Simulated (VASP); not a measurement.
# C (P-3m1) in VASP: further runs

Runs on C. Level: PBEsol. Tasks: single point.

All numbers are computed with VASP 6.6.1; they aren't measurements. Logs are shortened: lines on timing, memory, paths and dates and some standing lists are left out, and cuts for length are marked.

**1. The cell of the first run**

Symmetry: P-3m1, No. 164, trigonal system. The conventional cell has a = 2.459 Å, b = 2.459 Å, c = 10.644 Å, α = 90.00°, β = 90.00°, γ = 120.00°. C (site symmetry 3m) has 3 C at 1.42 Å within 1.9 Å. C (site symmetry 3m) has 3 C at 1.42 Å within 1.9 Å. C (site symmetry 3m) has 3 C at 1.42 Å within 1.9 Å.

**2. Single point, PBEsol (the distance across one plane changed)**

The input, INCAR:

```
ALGO = Normal
EDIFF = 1E-6
ENCUT = 520
GGA = PS
ISIF = 2
ISMEAR = 0
LASPH = True
LCHARG = True
LELF = True
LREAL = False
LVHAR = True
LWAVE = False
NBANDS = 21
NELM = 100
PREC = Accurate
SIGMA = 0.05
```

The input, KPOINTS:

```
k-points
0
Gamma
  15 15 3
```

The input, POSCAR:

```
C
1.0
   -2.4589102530      0.0000000000      0.0000000000
   -1.2294551265     -2.1294787447      0.0000000000
    0.0000000000      0.0000000000     10.6443044874
C
6
Direct
    0.6666666667      0.6666666667      0.1689709930
    1.0000000000      0.0000000000      0.8450323552
    0.3333333333      0.3333333333      0.5070016741
    0.6666666667      0.6666666667      0.8450872473
    1.0000000000      1.0000000000      0.5070565662
    0.3333333333      0.3333333333      0.1690258850
```

Potentials or basis: VASP PAW PBE potentials, release 64 (C).

The run is started by

```
$ cat potpaw_PBE.64/C/POTCAR > POTCAR
$ mpirun -np 1 vasp_std > vasp.out
```

OUTCAR:

```text
EDIFF = 1E-6
   ENCUT = 520
   GGA = PS
   ISIF = 2
   ISMEAR = 0
   LASPH = True
   LREAL = False
   NELM = 100
   PREC = Accurate

 ion  position               nearest neighbor table
   1  0.667  0.667  0.169-   6 1.42   6 1.42   6 1.42
   2  0.000  0.000  0.845-   4 1.42   4 1.42   4 1.42
   3  0.333  0.333  0.507-   5 1.42   5 1.42   5 1.42
   4  0.667  0.667  0.845-   2 1.42   2 1.42   2 1.42
   5  0.000  0.000  0.507-   3 1.42   3 1.42   3 1.42
   6  0.333  0.333  0.169-   1 1.42   1 1.42   1 1.42

  LATTYP: Found a hexagonal cell.
 ALAT       =     2.4589102530
 C/A-ratio  =     4.3288706753

  Lattice vectors:

 A1 = (   1.2294551265,   2.1294787447,   0.0000000000)
 A2 = (  -2.4589102530,   0.0000000000,   0.0000000000)
 A3 = (   0.0000000000,   0.0000000000,  10.6443044874)

Analysis of symmetry for initial positions (statically):
=====================================================================
 Subroutine PRICEL returns:
 Original cell was already a primitive cell.

 Routine SETGRP: Setting up the symmetry group for a
 hexagonal supercell.

 Subroutine GETGRP returns: Found 12 space group operations
 (whereof  6 operations were pure point group operations)
 out of a pool of 24 trial point group operations.

The static configuration has the point symmetry C_3v.
 The point group associated with its full space group is D_3d.

Analysis of symmetry for dynamics (positions and initial velocities):
=====================================================================
 Subroutine PRICEL returns:
 Original cell was already a primitive cell.

 Routine SETGRP: Setting up the symmetry group for a
 hexagonal supercell.

 Subroutine GETGRP returns: Found 12 space group operations
 (whereof  6 operations were pure point group operations)
 out of a pool of 24 trial point group operations.

The dynamic configuration has the point symmetry C_3v.
 The point group associated with its full space group is D_3d.

 Subroutine INISYM returns: Found 12 space group operations
 (whereof  6 operations are pure point group operations),
 and found     1 'primitive' translations

----------------------------------------------------------------------------------------

                                     Primitive cell

  volume of cell :      55.7357

  direct lattice vectors                    reciprocal lattice vectors
    -2.458910253  0.000000000  0.000000000    -0.406684221  0.234799244  0.000000000
    -1.229455126 -2.129478745  0.000000000     0.000000000 -0.469598489  0.000000000
     0.000000000  0.000000000 10.644304487     0.000000000  0.000000000  0.093946955

  length of vectors
     2.458910253  2.458910253 10.644304487     0.469598489  0.469598489  0.093946955

  position of ions in fractional coordinates (direct lattice)
     0.666666667  0.666666667  0.168970993
     0.000000000  0.000000000  0.845032355
     0.333333333  0.333333333  0.507001674
     0.666666667  0.666666667  0.845087247
     0.000000000  0.000000000  0.507056566
     0.333333333  0.333333333  0.169025885

  ion indices of the primitive-cell ions
   primitive index   ion index
                 1           1
                 2           2
                 3           3
                 4           4
                 5           5
                 6           6

----------------------------------------------------------------------------------------

 KPOINTS: k-points

Automatic generation of k-mesh.
 Grid dimensions read from file:
 generate k-points for:   15   15    3

 Generating k-lattice:

  Cartesian coordinates                     Fractional coordinates (reciprocal lattice)
    -0.027112281  0.015653283  0.000000000     0.066666667  0.000000000  0.000000000
     0.000000000 -0.031306566  0.000000000     0.000000000  0.066666667  0.000000000
     0.000000000  0.000000000  0.031315652     0.000000000  0.000000000  0.333333333

  Length of vectors
     0.031306566  0.031306566  0.031315652

  Shift w.r.t. Gamma in fractional coordinates (k-lattice)
     0.000000000  0.000000000  0.000000000

 Subroutine IBZKPT returns following result:
 ===========================================

 Found     73 irreducible k-points:

 Following reciprocal coordinates:
            Coordinates               Weight
  0.000000  0.000000  0.000000      1.000000
  0.066667  0.000000  0.000000      6.000000
  0.133333  0.000000  0.000000      6.000000
  0.200000  0.000000  0.000000      6.000000
  0.266667  0.000000  0.000000      6.000000
  0.333333 -0.000000  0.000000      6.000000
[... 16 lines left out ...]
 -0.466667  0.200000  0.000000     12.000000
 -0.400000  0.200000  0.000000      6.000000
 [... further k-points ...]
   k-points           NKPTS =     73   k-points in BZ     NKDIM =     73   number of bands    NBANDS=     21
   number of dos      NEDOS =    301   number of ions     NIONS =      6
   total plane-waves  NPLWV =  25920
   dimension x,y,z NGX =    18 NGY =   18 NGZ =   80
   dimension x,y,z NGXF=    36 NGYF=   36 NGZF=  160
   ions per type =               6
   NGX,Y,Z   is equivalent  to a cutoff of  12.17, 12.17, 12.49 a.u.
   NGXF,Y,Z  is equivalent  to a cutoff of  24.34, 24.34, 24.99 a.u.
 SYSTEM =  unknown system
   PREC   = accura    normal or accurate (medium, high low for compatibility)
   ISTART =      0    job   : 0-new  1-cont  2-samecut
   ICHARG =      2    charge: 1-file 2-atom 10-const
   ISPIN  =      1    spin polarized calculation?
   LNONCOLLINEAR =      F non collinear calculations
   LSORBIT =      F    spin-orbit coupling
   LASPH  =      T    aspherical Exc in radial PAW
   ENCUT  =  520.0 eV  38.22 Ry    6.18 a.u.   4.57  4.57 19.79*2*pi/ulx,y,z
   NELM   =    100;   NELMIN=  2; NELMDL= -5     # of ELM steps
   EDIFF  = 0.1E-05   stopping-criterion for ELM
   LREAL  =      F    real-space projection
   EDIFFG = 0.1E-04   stopping-criterion for IOM
   NSW    =      0    number of steps for IOM
   IBRION =     -1    ionic relax: 0-MD 1-quasi-New 2-CG
   NFREE  =      0    steps in history (QN), initial steepest desc. (CG)
   ISIF   =      2    stress and relaxation
   ISYM   =      2    0-nonsym 1-usesym 2-fastsym
   POTIM  = 0.5000    time-step for ionic-motion
   TEBEG  =    0.0;   TEEND  =   0.0 temperature during run
   PSTRESS=    0.0 pullay stress
   NELECT =      24.0000    total number of electrons
   NUPDOWN=      -1.0000    fix difference up-down
   EMIN   =  10.00;   EMAX   =-10.00  energy-range for DOS
   EFERMI =   0.00;   METHOD = LEGACY
   ISMEAR =     0;   SIGMA  =   0.05  broadening in eV -4-tet -1-fermi 0-gaus
   EFERMI_NEDOS =   21; number of points for ismear=-14 and -15
   IALGO  =     38    algorithm
   IMIX   =      4    mixing-type and parameters
     AMIX     =   0.40;   BMIX     =  1.00
     AMIX_MAG =   1.60;   BMIX_MAG =  1.00
  volume/ion in A,a.u.               =       9.29        62.69
  Fermi-wavevector in a.u.,A,eV,Ry     =   1.236234  2.336144 20.793450  1.528275
  Thomas-Fermi vector in A             =   2.370851
   LORBIT       =      0    0 simple, 1 ext, 2 COOP (PROOUT), +10 PAW based schemes
   GGA     = PS    functional components
   LHFCALC =     F    Hartree Fock is set to
   AEXX    =    0.0000 exact exchange contribution
   IVDW    =     0    specifies the selected vdW correction
   LEPSILON=     F    determine dielectric tensor
   LRPA    =     F    only Hartree local field effects (RPA)
 non-spin polarized calculation
 Gauss-broadening in eV      SIGMA  =   0.05
  energy-cutoff  :      520.00
  volume of cell :       55.74
 maximum number of plane-waves:      1530
   NGX =  9   NGY =  9   NGZ = 39

 number of electron      23.9999991 magnetization

 Free energy of the ion-electron system (eV)
  ---------------------------------------------------
  ext. energy  EPLUGINS =         0.00000000
  ---------------------------------------------------
  free energy    TOTEN  =       -57.86750033 eV

  energy without entropy =      -57.86750033  energy(sigma->0) =      -57.86750033

 E-fermi :   4.1699     XC(G=0): -10.1655

 val. band max:        3.9515856732   @ k =  -0.3333   0.3333   0.0000
 cond. band min:       4.3874164415   @ k =  -0.3333   0.3333   0.0000
 fundamental gap:      0.4358307683
 Fermi energy:         4.1699069316

 k-point     1 :       0.0000    0.0000    0.0000
  band No.  band energies     occupation
      1     -15.4656      2.00000
      2     -15.3287      2.00000
      3     -15.3043      2.00000
      4      -3.9673      2.00000
      5      -3.8556      2.00000
      6      -2.7318      2.00000
[... 13 lines left out ...]
     20      12.5445      0.00000
     21      12.5445      0.00000

 k-point     2 :       0.0667    0.0000    0.0000
  band No.  band energies     occupation
      1     -15.3593      2.00000
      2     -15.2235      2.00000
      3     -15.1991      2.00000
      4      -3.8389      2.00000
      5      -3.7275      2.00000
      6      -2.6090      2.00000
[... 13 lines left out ...]
     20      12.9795      0.00000
     21      13.0008      0.00000

 k-point     3 :       0.1333    0.0000    0.0000
  band No.  band energies     occupation
      1     -15.0410      2.00000
      2     -14.9080      2.00000
      3     -14.8841      2.00000
      4      -3.4557      2.00000
      5      -3.3453      2.00000
      6      -2.2428      2.00000
[... 13 lines left out ...]
     20      14.2364      0.00000
     21      14.2580      0.00000
[... 457 lines left out ...]
 k-point    23 :      -0.4667    0.2000    0.0000
  band No.  band energies     occupation
      1     -10.4705      2.00000
      2     -10.3793      2.00000
      3     -10.3615      2.00000
      4      -7.5011      2.00000
      5      -7.4389      2.00000
      6      -7.4248      2.00000
[... 13 lines left out ...]
     20      15.2465      0.00000
     21      15.5637      0.00000

 k-point    24 :      -0.4000    0.2000    0.0000
  band No.  band energies     occupation
      1      -9.4670      2.00000
      2      -9.4588      2.00000
      3      -9.4095      2.00000
      4      -8.5386      2.00000
      5      -8.5337      2.00000
      6      -8.5042      2.00000
[... 13 lines left out ...]
     20      15.6516      0.00000
     21      15.6639      0.00000

 [... further k-points ...]

------------------------ aborting loop because EDIFF is reached ----------------------------------------

  FORCE on cell =-STRESS in cart. coord.  units (eV):
  Direction    XX          YY          ZZ          XY          YZ          ZX
  --------------------------------------------------------------------------------------
  -------------------------------------------------------------------------------------
  Total        0.3414330      0.3414330      0.0440545      0.0000000     -0.0000000     -0.0000000
  in kB        9.8148308      9.8148308      1.2663890      0.0000000     -0.0000000     -0.0000000
  external PRESSURE =       6.9653502 kB  Pullay stress =       0.0000000 kB

 VOLUME and BASIS-vectors are now :
 -----------------------------------------------------------------------------
  energy-cutoff  :      520.00
  volume of cell :       55.74
      direct lattice vectors                 reciprocal lattice vectors
    -2.458910253  0.000000000  0.000000000    -0.406684221  0.234799244  0.000000000
    -1.229455126 -2.129478745  0.000000000     0.000000000 -0.469598489  0.000000000
     0.000000000  0.000000000 10.644304487     0.000000000  0.000000000  0.093946955

 POSITION                                       TOTAL-FORCE (eV/Angst)
 -----------------------------------------------------------------------------------
     -2.45891     -1.41965      1.79858         0.000000      0.000000      0.005388
      0.00000      0.00000      8.99478         0.000000      0.000000     -0.014375
     -1.22946     -0.70983      5.39668        -0.000000     -0.000000     -0.002020
     -2.45891     -1.41965      8.99537        -0.000000     -0.000000     -0.005388
      0.00000      0.00000      5.39726         0.000000      0.000000      0.002020
     -1.22946     -0.70983      1.79916        -0.000000      0.000000      0.014375
 -----------------------------------------------------------------------------------
    total drift:                               -0.000000     -0.000000     -0.000004

  FREE ENERGIE OF THE ION-ELECTRON SYSTEM (eV)
  ---------------------------------------------------
  free  energy   TOTEN  =       -57.8675003309 eV

  energy  without entropy=      -57.8675003309  energy(sigma->0) =      -57.86750033
```

It took 59 s on 1 thread of Intel Xeon Platinum 8124M at 3.00GHz (Skylake/Cascade Lake), shared host; peak memory 0.19 GiB.

Results:

- Free energy: -57.8675 eV
- Pressure: 0.7 GPa
- Largest force: 0.014 eV/Å

Forces in eV/Å, atoms in the order of the input:
```
C    0.000  0.000  0.005
C    0.000  0.000 -0.014
C    0.000  0.000 -0.002
C    0.000  0.000 -0.005
C    0.000  0.000  0.002
C    0.000  0.000  0.014
```

Caveat: the cell differs from its parent crystal (the distance across one plane changed); this functional lacks dispersion, which binds layers or chains, so the pressure and a relaxed spacing across them are unreliable; the PAW data sets were made with another functional, which shifts forces and pressure a little.

**3. Single point, PBEsol (the distance across one plane changed)**

The input, INCAR:

```
SYSTEM = C
PREC = Accurate ; ENCUT = 520
EDIFF = 1E-7 ; ISMEAR = 0
SIGMA = 0.05 ; LREAL = .False.
LASPH = .True. ; NELM = 80
ALGO = Normal ; ISIF = 2
LWAVE = .False. ; LCHARG = .True.
GGA = PS ; LELF = .True.
LVHAR = .True. ; NBANDS = 21
```

The input, KPOINTS:

```
regular mesh
0
Gamma
  15 15 3
  0 0 0
```

The input, POSCAR:

```
C
1.0
   -2.4589102530      0.0000000000      0.0000000000
   -1.2294551265     -2.1294787447      0.0000000000
    0.0000000000      0.0000000000     11.0443044874
C
6
Direct
    0.6666666667      0.6666666667      0.1628512416
    1.0000000000      0.0000000000      0.8144271738
    0.3333333333      0.3333333333      0.4886392077
    0.6666666667      0.6666666667      0.8144800778
    1.0000000000      1.0000000000      0.4886921117
    0.3333333333      0.3333333333      0.1629041456
```

Potentials or basis: VASP PAW PBE potentials, release 64 (C).

The run is started by

```
$ cat potpaw_PBE.64/C/POTCAR > POTCAR
$ mpirun -np 1 vasp_std > vasp.out
```

Run time: 72 s. Hardware: 1 thread of Intel Xeon Platinum 8124M at 3.00GHz (Skylake/Cascade Lake), shared host; peak memory 0.2 GiB.

Results (log left out):

```
Free energy   : -57.8673 eV
Pressure      : 0.6 GPa
Largest force : 0.006 eV/Å
```

Forces on the atoms (eV/Å):
```
C    0.000  0.000 -0.004
C    0.000  0.000  0.006
C    0.000  0.000 -0.002
C    0.000  0.000  0.004
C    0.000  0.000  0.002
C    0.000  0.000 -0.006
```

Stress tensor (GPa, compression positive):
```
 0.98  0.00  0.00
 0.00  0.98  0.00
 0.00  0.00 -0.19
```

Caveat: the cell differs from its parent crystal (the distance across one plane changed); this functional lacks dispersion, which binds layers or chains, so the pressure and a relaxed spacing across them are unreliable; the PAW data sets were made with another functional, which shifts forces and pressure a little.
